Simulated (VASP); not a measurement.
Wanted: the native input for a VASP 6.6.1 run.

| Quantity | Value |
| --- | --- |
| Task | single point |
| Functional | PBE |
| Potentials or basis | VASP PAW PBE potentials, release 64 (Mn_pv, S) |
| Cutoff | 520 eV |
| k mesh | 11 × 11 × 11 |
| Occupations | fermi-dirac, width 0.1 eV |
| Spin | collinear spin, ferromagnetic start |
| Starting moments | [2.8, 0.0] μB |
| Hubbard terms | Mn d U = 4.4 eV, J = 0.9 eV |
| Dipole correction | no |
| LDAUTYPE | 1 |
| Hund's J | 0.9 |
| Further INCAR settings | ALGO = Normal; EDIFF = 1e-06; NBANDS = 20 |

The structure of MnS lies in POSCAR:

```
MnS
1.0
    0.0000000000      2.5912825604      2.5912825604
    2.5912825604      0.0000000000      2.5912825604
    2.5912825604      2.5912825604      0.0000000000
Mn S
1 1
Direct
    0.0000000000      0.0000000000      0.0000000000
    0.5000000000      0.5000000000      0.5000000000
```

These files were run (other wordings do the same):

INCAR

```
  ALGO = Normal
  EDIFF = 1E-6
  ENCUT = 520
  GGA = PE
  ISIF = 2
  ISMEAR = -1
  ISPIN = 2
  LASPH = T
  LCHARG = F
  LDAU = T
  LDAUJ = 0.9 0
  LDAUL = 2 -1
  LDAUPRINT = 1
  LDAUTYPE = 1
  LDAUU = 4.4 0
  LMAXMIX = 4
  LORBIT = 11
  LREAL = F
  LWAVE = F
  MAGMOM = 2.8 0
  NBANDS = 20
  NELM = 150
  PREC = Accurate
  SIGMA = 0.1
```

KPOINTS

```
k-points
0
Gamma
  11 11 11
```

Potentials or basis: VASP PAW PBE potentials, release 64 (Mn_pv, S).

Launch:

```console
$ cat potpaw_PBE.64/Mn_pv/POTCAR potpaw_PBE.64/S/POTCAR > POTCAR
$ mpirun -np 1 vasp_std > vasp.out
```

Results of the run:

| Property | Result |
| --- | --- |
| Pressure | 5.3 GPa |
| Band gap on the k mesh | 0.33 eV (least direct gap 2.36 eV) |
| Net moment | 4.99 μB per cell |
| Site moments | Mn +4.57; S +0.10 μB |
| Valence electrons inside the program's atomic spheres | Mn 11.30; S 3.79 |

Caveat: the cell stands under pressure; semilocal functionals underestimate gaps, and a narrow one can read as zero; an odd mesh through Γ misses points on the zone boundary, where band edges can lie; a cell with one magnetic atom can't hold antiferromagnetic order, which such compounds often take.

Run time: 37 s on 1 thread of Intel(R) Xeon(R) 6975P-C (Granite Rapids), on a shared host, peak memory 0.2 GiB.
